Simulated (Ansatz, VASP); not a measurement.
One calculation of InCoB3, two programs

The input INCAR:

```
SYSTEM = InCoB3
PREC = Accurate ; ENCUT = 520
EDIFF = 1E-7 ; ISMEAR = 0
SIGMA = 0.0536 ; LREAL = .False.
LASPH = .True. ; NELM = 60
ALGO = Normal ; ISIF = 2
LWAVE = .False. ; LCHARG = .False.
GGA = PE ; NBANDS = 42
```

Contents of KPOINTS:

```
regular mesh
0
Gamma
  6 6 6
  0 0 0
```

POSCAR

```
InCoB3
1.0
    3.3244960000      0.0000000000      0.0000000000
    1.6622480000     -9.5962020000      0.0000000000
    0.0000000000      0.0000000000     -3.2588810000
Co B In
2 6 2
Direct
    0.2050000000      0.5900000000      0.7500000000
    0.7950000000      0.4100000000      0.2500000000
    0.6530000000      0.6940000000      0.7500000000
    0.3470000000      0.3060000000      0.2500000000
    0.3260000000      0.3480000000      0.7500000000
    0.6740000000      0.6520000000      0.2500000000
    0.5250000000      0.9500000000      0.7500000000
    0.4750000000      0.0500000000      0.2500000000
    0.9280000000      0.1440000000      0.7500000000
    0.0720000000      0.8560000000      0.2500000000
```

Input for Ansatz:

```yaml
crystal:
  lattice:
    - [3.324496, 0.0, 0.0]
    - [1.662248, -9.596202, 0.0]
    - [0.0, 0.0, -3.258881]
  atoms:
    - { symbol: Co, position: [0.205, 0.59, 0.75] }
    - { symbol: Co, position: [0.795, 0.41, 0.25] }
    - { symbol: B, position: [0.653, 0.694, 0.75] }
    - { symbol: B, position: [0.347, 0.306, 0.25] }
    - { symbol: In, position: [0.928, 0.144, 0.75] }
    - { symbol: In, position: [0.072, 0.856, 0.25] }
    - { symbol: B, position: [0.326, 0.348, 0.75] }
    - { symbol: B, position: [0.674, 0.652, 0.25] }
    - { symbol: B, position: [0.525, 0.95, 0.75] }
    - { symbol: B, position: [0.475, 0.05, 0.25] }
  symmetry: { tolerance: 0.0003 }
kpoints:
  mp_grid: { grid: [6, 6, 6], shift: [0, 0, 0] }
magnetization:
  spin_polarized: false
scf:
  occupations: { method: gaussian, width: 0.0536 }
hamiltonian:
  pseudopotentials: { kind: paw }
  xc: pbe
basis:
  ecutwfc: 420
output:
  forces: true
  stress: true
  eigenvalues: true
```

Alike in both runs: task single point; functional PBE; k mesh 6 × 6 × 6; occupations gaussian, width 0.0536 eV; no spin polarisation.

```csv
,VASP,Ansatz
version,VASP 6.6.1,Ansatz 0.2.0
potentials or method,"VASP PAW PBE potentials, release 64 (Co, B, In_d), cutoff 520 eV",PAW plane waves
valence electrons in the cell,62,78
```

Ansatz gave:

```
gap on the k mesh at the Fermi level (eV) : none
pressure (GPa)                            : 2.1
rms of the force components (eV/Å)        : 0.945
```

Problem. Which values does VASP return?

Solution. gap on the k mesh at the Fermi level (eV): none; pressure (GPa): 2.2; rms of the force components (eV/Å): 0.946.

A gap of «none» marks a metal or a gap that the smearing closes. The functional is the same, so the differences come from potentials, cutoffs and numerics. VASP's potentials hold 62 valence electrons a cell and Ansatz's 78, so a difference there can come from the potentials and not from the codes.
